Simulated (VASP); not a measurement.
# VB4Os: single point with PBE

VB4Os:

```xyz
6
Lattice="2.9247 0.0000 0.0000 -1.4623 2.5328 0.0000 0.0000 0.0000 7.5759" Properties=species:S:1:pos:R:3 pbc="T T T"
V     0.0000    0.0000    0.0000
B     0.0000    0.0000    5.3750
B     0.0000    1.6886    6.0374
B     0.0000    1.6886    1.5385
B     0.0000    0.0000    2.2009
Os    0.0000    1.6886    3.7880
```

```
Program                : VASP 6.6.1
Task                   : single point
Functional             : PBE
Potentials or basis    : VASP PAW PBE potentials, release 64 (V_sv, B, Os_sv_GW)
Cutoff                 : 500 eV
k mesh                 : 9 × 9 × 3
Occupations            : fermi-dirac, width 0.15 eV
Spin                   : collinear spin, ferromagnetic start
Starting moments       : [2.0, 0.0, 0.0, 0.0, 0.0, 0.0] μB
Dipole correction      : no
Further INCAR settings : ALGO = Normal; EDIFF = 1e-06; NBANDS = 34
```

The pressure is -14.2 GPa. The largest force is 0.242 eV/Å and the net moment is 0.00 μB per cell. The valence electrons inside the program's atomic spheres are V 11.63; B 1.89, 1.91 (each value once); Os 14.78.

Forces on the atoms (eV/Å):
```
V    0.000  0.000  0.000
B    0.000  0.000 -0.082
B    0.000  0.000 -0.242
B    0.000  0.000  0.242
B    0.000  0.000  0.082
Os   0.000  0.000  0.000
```

Stress tensor (GPa, compression positive):
```
-13.14   0.00   0.00
  0.00 -13.14   0.00
  0.00   0.00 -16.38
```

Levels at points of the mesh, in eV from the Fermi level:
Spin up:
| k point | band 18 | band 19 | band 20 | band 21 | band 22 | band 23 | band 24 | band 25 |
| --- | --- | --- | --- | --- | --- | --- | --- | --- |
| (0.00, 0.00, 0.00) | -2.06 | -0.20 | -0.20 | 0.69 | 0.69 | 2.29 | 2.29 | 4.15 |
Spin down:
```tsv
k point	band 19	band 20	band 21	band 22	band 23	band 24
(0.00, 0.00, 0.00)	-0.20	-0.20	0.69	0.69	2.29	2.29
```

It took 50 s on 1 thread of Intel(R) Xeon(R) 6975P-C (Granite Rapids), on a shared host, peak memory 0.25 GiB.

Caveat: the cell stands under tension; spin-orbit coupling is left out, which moves the levels of the heavy elements.
